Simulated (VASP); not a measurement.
KBr:

```
K Br
1.0
     0.00000    3.30225    3.30225
     3.30225    0.00000    3.30225
     3.30225    3.30225    0.00000
K Br
1 1
Direct
  0.00000 0.00000 0.00000
  0.50000 0.50000 0.50000
```

Base run:

| Quantity | Value |
| --- | --- |
| Program | VASP 6.6.1 |
| Functional | PBE0 |
| Potentials or basis | VASP PAW PBE potentials, release 64 (K_sv, Br) |
| Cutoff | 520 eV |
| k mesh | 4 × 4 × 4 |
| Occupations | gaussian, width 0.01 eV |
| Spin | no spin polarisation |

Its results: band gap on the k mesh 6.32 eV; pressure 0.4 GPa.

Task: The run is repeated on the same cell with these changes: functional from PBE0 to HSE06. What comes out?

Result: Band gap on the k mesh 5.59 eV; pressure 0.5 GPa.

Caveats: the PAW data sets were made with another functional, which shifts forces and pressure a little.

